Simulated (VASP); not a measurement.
# HIr12CN in VASP: further runs

Runs on HIr12CN. Level: PBE+D3(BJ). Tasks: single point.

Program: VASP 6.6.1. These are calculated values, not measurements. Logs are shortened: lines on timing, memory, paths and dates and some standing lists are left out, and cuts for length are marked.

**1. The cell of the first run**

The cell holds a slab with vacuum, 15 atoms: a = 5.431 Å, b = 5.431 Å, c = 22.435 Å, α = 90.00°, β = 90.00°, γ = 120.00°.

**2. Single point, PBE+D3(BJ)**

INCAR

```
PREC = Accurate ; ENCUT = 520
EDIFF = 1E-6 ; ISMEAR = 0
SIGMA = 0.1 ; LREAL = Auto
LASPH = True ; NELM = 80
ALGO = Normal ; ISIF = 2
LWAVE = False ; LCHARG = False
LDIPOL = True ; IDIPOL = 3
DIPOL = 0.5 0.5 0.502 ; GGA = PE
IVDW = 12 ; NBANDS = 72
```

KPOINTS

```
regular mesh
0
Gamma
  4 4 1
```

POSCAR

```
HIr12CN
1.0
    5.4313155574      0.0000000000      0.0000000000
   -2.7156577787      4.7036572487      0.0000000000
    0.0000000000      0.0000000000     22.4346505826
Ir C N H
12 1 1 1
Direct
    0.3333333333      0.1666666667      0.3565912458
    0.3333333333      0.6666666667      0.3565912458
    0.8333333333      0.1666666667      0.3565912458
    0.8333333333      0.6666666667      0.3565912458
    0.6666846718      0.3333104614      0.4536382528
    0.6668152690      0.8334652773      0.4534382195
    0.1666607935      0.3332342162      0.4535363308
    0.1667566923      0.8334837483      0.4533396338
    0.0000345824      0.5003421537      0.5503385469
    0.0001944591     -0.0000817194      0.5505874533
    0.5002783150      0.5000827746      0.5504638628
    0.5001929927      0.0002187989      0.5504200713
    1.0004052052      0.1150631806      0.6978200832
    1.0014922553     -0.0976218388      0.7000221937
    0.9995008400      0.3133156127      0.6964384668
```

Potentials or basis: VASP PAW PBE potentials, release 64 (Ir, C, N, H).

The run is started by

```bash
cat potpaw_PBE.64/Ir/POTCAR potpaw_PBE.64/C/POTCAR potpaw_PBE.64/N/POTCAR potpaw_PBE.64/H/POTCAR > POTCAR
mpirun -np 1 vasp_std > vasp.out
```

OUTCAR:

```text
PREC = Accurate
   ENCUT = 520
   EDIFF = 1E-6
   ISMEAR = 0
   LREAL = Auto
   LASPH = True
   NELM = 80
   ISIF = 2
   GGA = PE
   IVDW = 12
 IVDW          = 12

 ion  position               nearest neighbor table
   1  0.333  0.167  0.357-   8 2.68   7 2.68   5 2.68   3 2.72   3 2.72   2 2.72   2 2.72   4 2.72
                             4 2.72
   2  0.333  0.667  0.357-   8 2.68   6 2.68   7 2.68   4 2.72   4 2.72   3 2.72   1 2.72   1 2.72
                             3 2.72
   3  0.833  0.167  0.357-   6 2.68   7 2.68   5 2.68   1 2.72   1 2.72   2 2.72   4 2.72   4 2.72
                             2 2.72
   4  0.833  0.667  0.357-   8 2.68   6 2.68   5 2.68   2 2.72   2 2.72   1 2.72   3 2.72   3 2.72
                             1 2.72
   5  0.667  0.333  0.454-   9 2.68  12 2.68  11 2.68   3 2.68   1 2.68   4 2.68   8 2.71   6 2.72
                             7 2.72   7 2.72   6 2.72   8 2.72
   6  0.667  0.833  0.453-   3 2.68   4 2.68   2 2.68  12 2.68  11 2.68  10 2.68   7 2.71   5 2.72
                             8 2.72   8 2.72   5 2.72   7 2.72
   7  0.167  0.333  0.454-   9 2.68   1 2.68   3 2.68   2 2.68  11 2.68  10 2.68   8 2.71   6 2.71
                             5 2.72   5 2.72   6 2.72   8 2.72
   8  0.167  0.833  0.453-   1 2.68   2 2.68   4 2.68   9 2.68  12 2.68  10 2.69   7 2.71   5 2.71
                             6 2.72   6 2.72   5 2.72   7 2.72
   9  0.000  0.500  0.550-   5 2.68   7 2.68   8 2.68  10 2.71  11 2.71  12 2.72  12 2.72  11 2.72
                            10 2.72
  10  0.000  1.000  0.551-   7 2.68   6 2.68   8 2.69   9 2.71  12 2.71  11 2.71  11 2.72  12 2.72
                             9 2.72
  11  0.500  0.500  0.550-   5 2.68   7 2.68   6 2.68   9 2.71  12 2.71  10 2.71  10 2.72  12 2.72
                             9 2.72
  12  0.500  0.000  0.550-   5 2.68   6 2.68   8 2.68  11 2.71  10 2.71   9 2.72   9 2.72  10 2.72
                            11 2.72
  13  0.000  0.115  0.698-  15 1.08  14 1.16
  14  0.001  0.902  0.700-  13 1.16
  15  1.000  0.313  0.696-  13 1.08

  LATTYP: Found a hexagonal cell.
 ALAT       =     5.4313155574
 C/A-ratio  =     4.1306107785

  Lattice vectors:

 A1 = (   5.4313155574,   0.0000000000,   0.0000000000)
 A2 = (  -2.7156577787,   4.7036572487,   0.0000000000)
 A3 = (   0.0000000000,   0.0000000000,  22.4346505826)

Analysis of symmetry for initial positions (statically):
=====================================================================
 Subroutine PRICEL returns:
 Original cell was already a primitive cell.

 Routine SETGRP: Setting up the symmetry group for a
 hexagonal supercell.

 Subroutine GETGRP returns: Found  1 space group operations
 (whereof  1 operations were pure point group operations)
 out of a pool of 24 trial point group operations.

The static configuration has the point symmetry C_1 .

Analysis of symmetry for dynamics (positions and initial velocities):
=====================================================================
 Subroutine PRICEL returns:
 Original cell was already a primitive cell.

 Routine SETGRP: Setting up the symmetry group for a
 hexagonal supercell.

 Subroutine GETGRP returns: Found  1 space group operations
 (whereof  1 operations were pure point group operations)
 out of a pool of 24 trial point group operations.

The dynamic configuration has the point symmetry C_1 .

 Subroutine INISYM returns: Found  1 space group operations
 (whereof  1 operations are pure point group operations),
 and found     1 'primitive' translations

----------------------------------------------------------------------------------------

                                     Primitive cell

  volume of cell :     573.1391

  direct lattice vectors                    reciprocal lattice vectors
     5.431315557  0.000000000  0.000000000     0.184117455  0.106300262  0.000000000
    -2.715657779  4.703657249  0.000000000     0.000000000  0.212600525  0.000000000
     0.000000000  0.000000000 22.434650583     0.000000000  0.000000000  0.044573906

  length of vectors
     5.431315557  5.431315557 22.434650583     0.212600525  0.212600525  0.044573906

  position of ions in fractional coordinates (direct lattice)
     0.333333333  0.166666667  0.356591246
     0.333333333  0.666666667  0.356591246
     0.833333333  0.166666667  0.356591246
     0.833333333  0.666666667  0.356591246
     0.666684672  0.333310461  0.453638253
     0.666815269  0.833465277  0.453438220
     0.166660794  0.333234216  0.453536331
[... 58 lines left out ...]
 -0.250000  0.250000  0.000000      2.000000
  0.500000  0.000000  0.000000      1.000000
  0.000000  0.500000  0.000000      1.000000
  0.500000  0.500000  0.000000      1.000000
  0.250000  0.250000  0.000000      2.000000
 -0.250000  0.500000  0.000000      2.000000
  0.500000  0.250000  0.000000      2.000000
   k-points           NKPTS =     10   k-points in BZ     NKDIM =     10   number of bands    NBANDS=     72
   number of dos      NEDOS =    301   number of ions     NIONS =     15
   total plane-waves  NPLWV = 268800
   dimension x,y,z NGX =    40 NGY =   40 NGZ =  168
   dimension x,y,z NGXF=    80 NGYF=   80 NGZF=  336
   ions per type =              12   1   1   1
   NGX,Y,Z   is equivalent  to a cutoff of  12.24, 12.24, 12.45 a.u.
   NGXF,Y,Z  is equivalent  to a cutoff of  24.49, 24.49, 24.90 a.u.
 SYSTEM =  unknown system
   PREC   = accura    normal or accurate (medium, high low for compatibility)
   ISTART =      0    job   : 0-new  1-cont  2-samecut
   ICHARG =      2    charge: 1-file 2-atom 10-const
   ISPIN  =      1    spin polarized calculation?
   LNONCOLLINEAR =      F non collinear calculations
   LSORBIT =      F    spin-orbit coupling
   LASPH  =      T    aspherical Exc in radial PAW
   ENCUT  =  520.0 eV  38.22 Ry    6.18 a.u.  10.10 10.10 41.71*2*pi/ulx,y,z
   NELM   =     80;   NELMIN=  2; NELMDL= -5     # of ELM steps
   EDIFF  = 0.1E-05   stopping-criterion for ELM
   LREAL  =      T    real-space projection
   EDIFFG = 0.1E-04   stopping-criterion for IOM
   NSW    =      0    number of steps for IOM
   IBRION =     -1    ionic relax: 0-MD 1-quasi-New 2-CG
   NFREE  =      0    steps in history (QN), initial steepest desc. (CG)
   ISIF   =      2    stress and relaxation
   ISYM   =      2    0-nonsym 1-usesym 2-fastsym
   POTIM  = 0.5000    time-step for ionic-motion
   TEBEG  =    0.0;   TEEND  =   0.0 temperature during run
   PSTRESS=    0.0 pullay stress
   NELECT =     118.0000    total number of electrons
   NUPDOWN=      -1.0000    fix difference up-down
   EMIN   =  10.00;   EMAX   =-10.00  energy-range for DOS
   EFERMI =   0.00;   METHOD = LEGACY
   ISMEAR =     0;   SIGMA  =   0.10  broadening in eV -4-tet -1-fermi 0-gaus
   EFERMI_NEDOS =   21; number of points for ismear=-14 and -15
   IALGO  =     38    algorithm
   IMIX   =      4    mixing-type and parameters
     AMIX     =   0.40;   BMIX     =  1.00
     AMIX_MAG =   1.60;   BMIX_MAG =  1.00
  volume/ion in A,a.u.               =      38.21       257.85
  Fermi-wavevector in a.u.,A,eV,Ry     =   0.966679  1.826758 12.714206  0.934468
  Thomas-Fermi vector in A             =   2.096501
   LORBIT       =      0    0 simple, 1 ext, 2 COOP (PROOUT), +10 PAW based schemes
   GGA     = PE    functional components
   LHFCALC =     F    Hartree Fock is set to
   AEXX    =    0.0000 exact exchange contribution
   IVDW    =    12    specifies the selected vdW correction
   LEPSILON=     F    determine dielectric tensor
   LRPA    =     F    only Hartree local field effects (RPA)
 non-spin polarized calculation
 Gauss-broadening in eV      SIGMA  =   0.10
  energy-cutoff  :      520.00
  volume of cell :      573.14
 maximum number of plane-waves:     15452
   NGX = 21   NGY = 21   NGZ = 83

 dipolmoment           0.000000      0.000000      0.002341 electrons x Angstroem

 number of electron     118.0000002 magnetization

 dipolmoment           0.000000      0.000000     -0.029806 electrons x Angstroem

 Free energy of the ion-electron system (eV)
  ---------------------------------------------------
  ext. energy  EPLUGINS =         0.00000000
  ---------------------------------------------------
  free energy    TOTEN  =      -118.72285375 eV

  energy without entropy =     -118.60888824  energy(sigma->0) =     -118.66587099

 E-fermi :  -0.2748     XC(G=0):  -5.6287

 val. band max:       -0.2817341388   @ k =   0.5000   0.2500   0.0000
 cond. band min:      -0.2737581655   @ k =   0.0000   0.2500   0.0000
 fundamental gap:      0.0079759733
 Fermi energy:        -0.2747616060

 k-point     1 :       0.0000    0.0000    0.0000
  band No.  band energies     occupation
      1     -18.4662      2.00000
      2     -10.5466      2.00000
      3     -10.1943      2.00000
      4      -8.5078      2.00000
      5      -8.1330      2.00000
      6      -7.8082      2.00000
[... 729 lines left out ...]
     70       0.5444      0.00000
     71       0.5681      0.00000
 [bands above 71 left out]

------------------------ aborting loop because EDIFF is reached ----------------------------------------

 vacuum level on the upper side and lower side of the slab       (xc-potential included)        -0.466        -0.227

 Edisp (eV)   -6.10949

 E8    (eV) :    -2.9315

  FORCE on cell =-STRESS in cart. coord.  units (eV):
  Direction    XX          YY          ZZ          XY          YZ          ZX
  --------------------------------------------------------------------------------------
  -------------------------------------------------------------------------------------
  Total     -11.83931   -11.83954     0.48296    -0.00020    -0.02309     0.00608
  in kB     -33.09611   -33.09676     1.35009    -0.00055    -0.06454     0.01699
  external pressure =      -21.61 kB  Pullay stress =        0.00 kB

 VOLUME and BASIS-vectors are now :
 -----------------------------------------------------------------------------
  energy-cutoff  :      520.00
  volume of cell :      573.14
      direct lattice vectors                 reciprocal lattice vectors
     5.431315557  0.000000000  0.000000000     0.184117455  0.106300262  0.000000000
    -2.715657779  4.703657249  0.000000000     0.000000000  0.212600525  0.000000000
     0.000000000  0.000000000 22.434650583     0.000000000  0.000000000  0.044573906

 POSITION                                       TOTAL-FORCE (eV/Angst)
 -----------------------------------------------------------------------------------
      1.35783      0.78394      8.00000        -0.000154      0.012669     -0.048288
     -0.00000      3.13577      8.00000         0.004205     -0.009150     -0.032752
      4.07349      0.78394      8.00000        -0.000747      0.009203     -0.036288
      2.71566      3.13577      8.00000        -0.003969     -0.010570     -0.043708
      2.71582      1.56778     10.17722        -0.000893      0.000503      0.002545
      1.35828      3.92033     10.17273        -0.000019     -0.000265      0.002042
      0.00024      1.56742     10.17493         0.000282     -0.000243      0.002884
     -1.35775      3.92042     10.17052        -0.001115      0.000909      0.002348
     -1.35857      2.35344     12.34665        -0.000752      0.001755      0.036026
     -2.71438      4.70327     12.35224         0.000305     -0.000931      0.043040
      1.35912      2.35222     12.34946        -0.000080      0.000900      0.034525
      2.71611      0.00103     12.34848        -0.000621     -0.000596      0.036877
     -0.31027      0.54122     15.65535        -0.221786      0.386672     -0.020990
     -2.44245      4.24448     15.70475         0.210032     -0.364030      0.019729
      4.57775      1.47373     15.62435         0.015311     -0.026825      0.002010
 -----------------------------------------------------------------------------------
    total drift:                                0.005480     -0.003002     -0.015526

  FREE ENERGIE OF THE ION-ELECTRON SYSTEM (eV)
  ---------------------------------------------------
  free  energy   TOTEN  =      -124.8323451505 eV

  energy  without entropy=     -124.7183796404  energy(sigma->0) =     -124.77536240

 vacuum level on the upper side and lower side of the slab         4.478         4.722
```

It took 12 min on 1 thread of Intel Xeon 6975P-C (Granite Rapids), shared host; peak memory 0.72 GiB.

What came out:

| Quantity | Value |
| --- | --- |
| Free energy | -124.8323 eV |
| Largest force | 0.446 eV/Å |
| Band gap on the k mesh | zero (band 59 reaches 0.40 eV, above the bottom of band 60 at -0.77 eV) |
| Dispersion energy per atom | -0.407 eV |

Forces on the atoms (eV/Å):
```
Ir   0.000  0.013 -0.048
Ir   0.004 -0.009 -0.033
Ir  -0.001  0.009 -0.036
Ir  -0.004 -0.011 -0.044
Ir  -0.001  0.001  0.003
Ir   0.000  0.000  0.002
Ir   0.000  0.000  0.003
Ir  -0.001  0.001  0.002
Ir  -0.001  0.002  0.036
Ir   0.000 -0.001  0.043
Ir   0.000  0.001  0.035
Ir  -0.001 -0.001  0.037
C   -0.222  0.387 -0.021
N    0.210 -0.364  0.020
H    0.015 -0.027  0.002
```

Caveat: spin-orbit coupling is left out, which moves the levels of the heavy elements.

**3. Single point, PBE+D3(BJ)**

This run uses another cell than the first one, of 41.28 Å³/atom, 1.080 times its volume.

INCAR

```
PREC     = Accurate       # precision mode
ENCUT    = 520            # plane-wave cutoff, eV
EDIFF    = 1E-6           # SCF threshold, eV
ISMEAR   = 0              # smearing method
SIGMA    = 0.1            # smearing width, eV
LREAL    = Auto         
LASPH    = T              # aspherical terms in the spheres
NELM     = 60             # most SCF steps
ALGO     = Normal         # electronic algorithm
ISIF     = 2              # what is computed and relaxed
LWAVE    = F              # write WAVECAR
LCHARG   = T              # write CHGCAR
LDIPOL   = T            
IDIPOL   = 3            
DIPOL    = 0.5 0.5 0.466
GGA      = PE             # functional
IVDW     = 12             # dispersion correction
LELF     = T              # ELF
LVHAR    = T            
LVACPOTAV= T            
NBANDS   = 72             # bands
```

KPOINTS

```
Automatic mesh
0
Gamma
  4 4 1
```

POSCAR

```
HIr12CN
1.0
    5.4313155574      0.0000000000      0.0000000000
   -2.7156577787      4.7036572487      0.0000000000
    0.0000000000      0.0000000000     24.2397505826
Ir C N H
12 1 1 1
Direct
    0.3333333333      0.1666666667      0.3300363992
    0.3333333333      0.6666666667      0.3300363992
    0.8333333333      0.1666666667      0.3300363992
    0.8333333333      0.6666666667      0.3300363992
    0.6668410758      0.3332945189      0.4197200017
    0.6666337482      0.8332516193      0.4197842713
    0.1665011653      0.3330666891      0.4196521314
    0.1665892669      0.8330384354      0.4197249359
   -0.0003550374      0.4996103788      0.5095569213
   -0.0001921258     -0.0005400399      0.5094117260
    0.5002192581      0.4997961590      0.5093213093
    0.4999223571     -0.0005418010      0.5095391993
    0.2835811212      0.4409170669      0.6486122701
    0.0727900923      0.4457823922      0.6497944839
    0.4800295098      0.4362097065      0.6478150076
```

Potentials or basis: VASP PAW PBE potentials, release 64 (Ir, C, N, H).

The run is started by

```bash
cat potpaw_PBE.64/Ir/POTCAR potpaw_PBE.64/C/POTCAR potpaw_PBE.64/N/POTCAR potpaw_PBE.64/H/POTCAR > POTCAR
mpirun -np 1 vasp_std > vasp.out
```

Run time: 17 min. Hardware: 1 thread of Intel Xeon 6975P-C (Granite Rapids), shared host; peak memory 0.78 GiB.

Results (log left out):

```yaml
Free_energy: -124.8214 eV
Largest_force: 0.450 eV/Å
Band_gap_on_the_k_mesh: zero (band 59 reaches 0.02 eV, above the bottom of band 60 at -1.14 eV)
Dispersion_energy_per_atom: -0.406 eV
```

Forces on the atoms (eV/Å):
```
Ir   0.010  0.000 -0.029
Ir   0.004 -0.001 -0.034
Ir  -0.005 -0.004 -0.047
Ir  -0.003  0.000 -0.050
Ir   0.000  0.000  0.001
Ir   0.000 -0.001  0.001
Ir   0.001 -0.001  0.000
Ir   0.001  0.000  0.000
Ir  -0.003  0.001  0.043
Ir   0.000 -0.001  0.043
Ir   0.001  0.002  0.036
Ir   0.000 -0.001  0.041
C    0.450 -0.007 -0.007
N   -0.422  0.010  0.003
H   -0.036  0.004  0.000
```

Levels at points of the mesh, in eV from the Fermi level:
```tsv
k point	band 55	band 56	band 57	band 58	band 59	band 60	band 61	band 62	band 63	band 64
(0.00, 0.00, 0.00)	0.39	0.48	0.49	0.49	0.67	0.67	0.91	0.91	0.92	0.97
(0.50, 0.00, 0.00)	-1.19	-0.99	-0.98	-0.53	-0.50	-0.49	-0.45	-0.35	-0.35	0.37
(0.00, 0.50, 0.00)	-1.19	-0.99	-0.98	-0.51	-0.50	-0.49	-0.44	-0.35	-0.35	0.37
(0.50, 0.50, 0.00)	-1.19	-0.99	-0.98	-0.53	-0.50	-0.49	-0.45	-0.35	-0.35	0.38
```

Caveat: spin-orbit coupling is left out, which moves the levels of the heavy elements.
